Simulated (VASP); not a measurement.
# PbS (R3m) in VASP: single point with PBEsol

Aim: the single point of PbS with PBEsol.

Program: VASP 6.6.1. These are calculated values, not measurements. Logs are shortened: lines on timing, memory, paths and dates and some standing lists are left out, and cuts for length are marked.

### Step 1. The cell of the first run

The structure is trigonal, space group R3m (No. 160). The conventional cell has a = 4.225 Å, b = 4.225 Å, c = 10.356 Å, α = 90.00°, β = 90.00°, γ = 120.00°. Pb (site symmetry 3m) has 6 S at 2.96 to 3.02 Å within 3.9 Å. S (site symmetry 3m) has 6 Pb at 2.96 to 3.02 Å within 3.9 Å.

### Step 2. Single point, PBEsol

INCAR

```
ALGO     = Normal         # electronic algorithm
EDIFF    = 1E-6           # SCF threshold, eV
ENCUT    = 500            # plane-wave cutoff, eV
GGA      = PS             # functional
GGA_COMPAT= F            
ISIF     = 2              # what is computed and relaxed
ISMEAR   = 0              # smearing method
LASPH    = T              # aspherical terms in the spheres
LCHARG   = T              # write CHGCAR
LELF     = T              # ELF
LREAL    = F              # projectors in reciprocal space
LVHAR    = T            
LWAVE    = F              # write WAVECAR
NBANDS   = 17             # bands
NELM     = 120            # most SCF steps
PREC     = Accurate       # precision mode
SIGMA    = 0.01           # smearing width, eV
```

KPOINTS

```
Automatic mesh
0
Gamma
  5 5 5
  0.5 0.5 0.5
```

POSCAR

```
PbS
1.0
    2.1126617100      1.2197458000      3.4519162500
   -2.1126617100      1.2197458000      3.4519162500
    0.0000000000     -2.4394916100      3.4519162500
Pb S
1 1
Direct
    0.9805657800      0.9805657800      0.9805657800
    0.4750355500      0.4750355500      0.4750355500
```

Potentials or basis: VASP PAW PBE potentials, release 64 (Pb_d, S).

On the command line:

```console
cat potpaw_PBE.64/Pb_d/POTCAR potpaw_PBE.64/S/POTCAR > POTCAR
mpirun -np 1 vasp_std > vasp.out
```

OUTCAR:

```text
EDIFF = 1E-6
   ENCUT = 500
   GGA = PS
   ISIF = 2
   ISMEAR = 0
   LASPH = T
   LREAL = F
   NELM = 120
   PREC = Accurate

 ion  position               nearest neighbor table
   1  0.981  0.981  0.981-   2 2.96   2 2.96   2 2.96   2 3.02   2 3.02   2 3.02
   2  0.475  0.475  0.475-   1 2.96   1 2.96   1 2.96   1 3.02   1 3.02   1 3.02

  LATTYP: Found a trigonal (rhomboedric) cell.
 ALAT       =     4.2269191043
 COS(alpha) =     0.5003774340

  Lattice vectors:

 A1 = (   2.1126617100,   1.2197458000,   3.4519162500)
 A2 = (  -2.1126617100,   1.2197458000,   3.4519162500)
 A3 = (   0.0000000000,  -2.4394916100,   3.4519162500)

Analysis of symmetry for initial positions (statically):
=====================================================================
 Subroutine PRICEL returns:
 Original cell was already a primitive cell.

 Routine SETGRP: Setting up the symmetry group for a
 trigonal (rhombohedral) supercell.

 Subroutine GETGRP returns: Found  6 space group operations
 (whereof  6 operations were pure point group operations)
 out of a pool of 12 trial point group operations.

The static configuration has the point symmetry C_3v.

Analysis of symmetry for dynamics (positions and initial velocities):
=====================================================================
 Subroutine PRICEL returns:
 Original cell was already a primitive cell.

 Routine SETGRP: Setting up the symmetry group for a
 trigonal (rhombohedral) supercell.

 Subroutine GETGRP returns: Found  6 space group operations
 (whereof  6 operations were pure point group operations)
 out of a pool of 12 trial point group operations.

The dynamic configuration has the point symmetry C_3v.

 Subroutine INISYM returns: Found  6 space group operations
 (whereof  6 operations are pure point group operations),
 and found     1 'primitive' translations

----------------------------------------------------------------------------------------

                                     Primitive cell

  volume of cell :      53.3717

  direct lattice vectors                    reciprocal lattice vectors
     2.112661710  1.219745800  3.451916250     0.236668274  0.136640492  0.096564722
    -2.112661710  1.219745800  3.451916250    -0.236668274  0.136640492  0.096564722
     0.000000000 -2.439491610  3.451916250     0.000000000 -0.273280984  0.096564722

  length of vectors
     4.226919104  4.226919104  4.226919104     0.289840027  0.289840027  0.289840028

  position of ions in fractional coordinates (direct lattice)
     0.980565780  0.980565780  0.980565780
     0.475035550  0.475035550  0.475035550

  ion indices of the primitive-cell ions
   primitive index   ion index
                 1           1
                 2           2

----------------------------------------------------------------------------------------

 KPOINTS: Automatic mesh

Automatic generation of k-mesh.
 Grid dimensions read from file:
 generate k-points for:    5    5    5

 Generating k-lattice:

  Cartesian coordinates                     Fractional coordinates (reciprocal lattice)
     0.047333655  0.027328098  0.019312944     0.200000000  0.000000000  0.000000000
    -0.047333655  0.027328098  0.019312944     0.000000000  0.200000000  0.000000000
     0.000000000 -0.054656197  0.019312944     0.000000000  0.000000000  0.200000000

  Length of vectors
     0.057968005  0.057968005  0.057968006

  Shift w.r.t. Gamma in fractional coordinates (k-lattice)
     0.500000000  0.500000000  0.500000000

 Subroutine IBZKPT returns following result:
 ===========================================

 Found     19 irreducible k-points:

 Following reciprocal coordinates:
            Coordinates               Weight
  0.100000  0.100000  0.100000      2.000000
  0.300000  0.100000  0.100000      6.000000
  0.500000  0.100000  0.100000      6.000000
 -0.300000  0.100000  0.100000      6.000000
 -0.100000  0.100000  0.100000      6.000000
  0.300000  0.300000  0.100000      6.000000
[... 11 lines left out ...]
 -0.300000  0.500000  0.300000      6.000000
  0.500000  0.500000  0.500000      1.000000
   k-points           NKPTS =     19   k-points in BZ     NKDIM =     19   number of bands    NBANDS=     17
   number of dos      NEDOS =    301   number of ions     NIONS =      2
   total plane-waves  NPLWV =  32768
   dimension x,y,z NGX =    32 NGY =   32 NGZ =   32
   dimension x,y,z NGXF=    64 NGYF=   64 NGZF=   64
   ions per type =               1   1
   NGX,Y,Z   is equivalent  to a cutoff of  12.59, 12.59, 12.59 a.u.
   NGXF,Y,Z  is equivalent  to a cutoff of  25.17, 25.17, 25.17 a.u.
 SYSTEM =  unknown system
   PREC   = accura    normal or accurate (medium, high low for compatibility)
   ISTART =      0    job   : 0-new  1-cont  2-samecut
   ICHARG =      2    charge: 1-file 2-atom 10-const
   ISPIN  =      1    spin polarized calculation?
   LNONCOLLINEAR =      F non collinear calculations
   LSORBIT =      F    spin-orbit coupling
   LASPH  =      T    aspherical Exc in radial PAW
   ENCUT  =  500.0 eV  36.75 Ry    6.06 a.u.   7.71  7.71  7.71*2*pi/ulx,y,z
   NELM   =    120;   NELMIN=  2; NELMDL= -5     # of ELM steps
   EDIFF  = 0.1E-05   stopping-criterion for ELM
   LREAL  =      F    real-space projection
   EDIFFG = 0.1E-04   stopping-criterion for IOM
   NSW    =      0    number of steps for IOM
   IBRION =     -1    ionic relax: 0-MD 1-quasi-New 2-CG
   NFREE  =      0    steps in history (QN), initial steepest desc. (CG)
   ISIF   =      2    stress and relaxation
   ISYM   =      2    0-nonsym 1-usesym 2-fastsym
   POTIM  = 0.5000    time-step for ionic-motion
   TEBEG  =    0.0;   TEEND  =   0.0 temperature during run
   PSTRESS=    0.0 pullay stress
   NELECT =      20.0000    total number of electrons
   NUPDOWN=      -1.0000    fix difference up-down
   EMIN   =  10.00;   EMAX   =-10.00  energy-range for DOS
   EFERMI =   0.00;   METHOD = LEGACY
   ISMEAR =     0;   SIGMA  =   0.01  broadening in eV -4-tet -1-fermi 0-gaus
   EFERMI_NEDOS =   21; number of points for ismear=-14 and -15
   IALGO  =     38    algorithm
   IMIX   =      4    mixing-type and parameters
     AMIX     =   0.40;   BMIX     =  1.00
     AMIX_MAG =   1.60;   BMIX_MAG =  1.00
  volume/ion in A,a.u.               =      26.69       180.08
  Fermi-wavevector in a.u.,A,eV,Ry     =   1.180270  2.230386 18.953411  1.393036
  Thomas-Fermi vector in A             =   2.316565
   LORBIT       =      0    0 simple, 1 ext, 2 COOP (PROOUT), +10 PAW based schemes
   GGA     = PS    functional components
   LHFCALC =     F    Hartree Fock is set to
   AEXX    =    0.0000 exact exchange contribution
   IVDW    =     0    specifies the selected vdW correction
   LEPSILON=     F    determine dielectric tensor
   LRPA    =     F    only Hartree local field effects (RPA)
 non-spin polarized calculation
 Gauss-broadening in eV      SIGMA  =   0.01
  energy-cutoff  :      500.00
  volume of cell :       53.37
 maximum number of plane-waves:      1369
 NGX is ok and might be reduce to    32
   NGX = 15   NGY = 15   NGZ = 15

 number of electron      20.0000002 magnetization

 Free energy of the ion-electron system (eV)
  ---------------------------------------------------
  ext. energy  EPLUGINS =         0.00000000
  ---------------------------------------------------
  free energy    TOTEN  =        -9.44127451 eV

  energy without entropy =       -9.44127451  energy(sigma->0) =       -9.44127451

 E-fermi :   5.3692     XC(G=0):  -9.7806

 val. band max:        5.3190520954   @ k =   0.5000   0.5000   0.5000
 cond. band min:       5.7557836122   @ k =   0.5000   0.5000   0.5000
 fundamental gap:      0.4367315168
 Fermi energy:         5.3691579922

 k-point     1 :       0.1000    0.1000    0.1000
  band No.  band energies     occupation
      1     -11.3107      2.00000
      2     -11.3107      2.00000
      3     -11.3087      2.00000
      4     -11.2973      2.00000
      5     -11.2973      2.00000
      6      -7.9280      2.00000
[... 9 lines left out ...]
     16      12.3465      0.00000
     17      14.7338      0.00000

 k-point     2 :       0.3000    0.1000    0.1000
  band No.  band energies     occupation
      1     -11.3156      2.00000
      2     -11.3117      2.00000
      3     -11.3083      2.00000
      4     -11.2963      2.00000
      5     -11.2816      2.00000
      6      -7.5088      2.00000
[... 9 lines left out ...]
     16      14.0525      0.00000
     17      15.5921      0.00000

 k-point     3 :       0.5000    0.1000    0.1000
  band No.  band energies     occupation
      1     -11.3337      2.00000
      2     -11.3227      2.00000
      3     -11.3054      2.00000
      4     -11.2715      2.00000
      5     -11.2685      2.00000
      6      -6.8235      2.00000
[... 9 lines left out ...]
     16      15.5089      0.00000
     17      16.1037      0.00000

 k-point     4 :      -0.3000    0.1000    0.1000
  band No.  band energies     occupation
      1     -11.3347      2.00000
      2     -11.3158      2.00000
      3     -11.3076      2.00000
      4     -11.2775      2.00000
      5     -11.2698      2.00000
      6      -7.0170      2.00000
[... 9 lines left out ...]
     16      15.2016      0.00000
     17      16.7574      0.00000
[... 243 lines left out ...]
      1     -11.3626      2.00000
      2     -11.3093      2.00000
      3     -11.3049      2.00000
      4     -11.2779      2.00000
      5     -11.2623      2.00000
      6      -6.6790      2.00000
[... 9 lines left out ...]
     16      15.9059      0.00000
     17      16.3768      0.00000

 k-point    18 :      -0.3000    0.5000    0.3000
  band No.  band energies     occupation
      1     -11.3911      2.00000
      2     -11.3021      2.00000
      3     -11.2942      2.00000
      4     -11.2903      2.00000
      5     -11.2566      2.00000
      6      -6.4021      2.00000
[... 9 lines left out ...]
     16      17.1812      0.00000
     17      17.6365      0.00000

 k-point    19 :       0.5000    0.5000    0.5000
  band No.  band energies     occupation
      1     -11.3299      2.00000
      2     -11.3299      2.00000
      3     -11.3061      2.00000
      4     -11.2646      2.00000
      5     -11.2646      2.00000
      6      -6.8041      2.00000
[... 9 lines left out ...]
     16      15.5208      0.00000
     17      15.8260      0.00000

------------------------ aborting loop because EDIFF is reached ----------------------------------------

  FORCE on cell =-STRESS in cart. coord.  units (eV):
  Direction    XX          YY          ZZ          XY          YZ          ZX
  --------------------------------------------------------------------------------------
  -------------------------------------------------------------------------------------
  Total       -0.6790806     -0.6790806     -0.6905248      0.0000000      0.0000000      0.0000000
  in kB      -20.3854894    -20.3854893    -20.7290329      0.0000000      0.0000000      0.0000000
  external PRESSURE =     -20.5000039 kB  Pullay stress =       0.0000000 kB

 VOLUME and BASIS-vectors are now :
 -----------------------------------------------------------------------------
  energy-cutoff  :      500.00
  volume of cell :       53.37
      direct lattice vectors                 reciprocal lattice vectors
     2.112661710  1.219745800  3.451916250     0.236668274  0.136640492  0.096564722
    -2.112661710  1.219745800  3.451916250    -0.236668274  0.136640492  0.096564722
     0.000000000 -2.439491610  3.451916250     0.000000000 -0.273280984  0.096564722

 POSITION                                       TOTAL-FORCE (eV/Angst)
 -----------------------------------------------------------------------------------
      0.00000     -0.00000     10.15449         0.000000     -0.000000      0.012987
      0.00000     -0.00000      4.91935         0.000000      0.000000     -0.012987
 -----------------------------------------------------------------------------------
    total drift:                                0.000000     -0.000000     -0.000231

  FREE ENERGIE OF THE ION-ELECTRON SYSTEM (eV)
  ---------------------------------------------------
  free  energy   TOTEN  =        -9.4412745093 eV

  energy  without entropy=       -9.4412745093  energy(sigma->0) =       -9.44127451
```

Run time: 19 s. Hardware: 1 thread of AMD EPYC 9R45 (Zen 5), shared host; peak memory 0.14 GiB.

Results:

| Property | Result |
| --- | --- |
| Free energy | -9.4413 eV |
| Pressure | -2.1 GPa |
| Largest force | 0.013 eV/Å |
| Band gap on the k mesh | 0.44 eV, direct |

Forces in eV/Å, atoms in the order of the input:
```
Pb   0.000  0.000  0.013
S    0.000  0.000 -0.013
```

Caveat: the PAW data sets were made with another functional, which shifts forces and pressure a little; spin-orbit coupling is left out, which moves the levels of the heavy elements. A k mesh can miss the band edges.
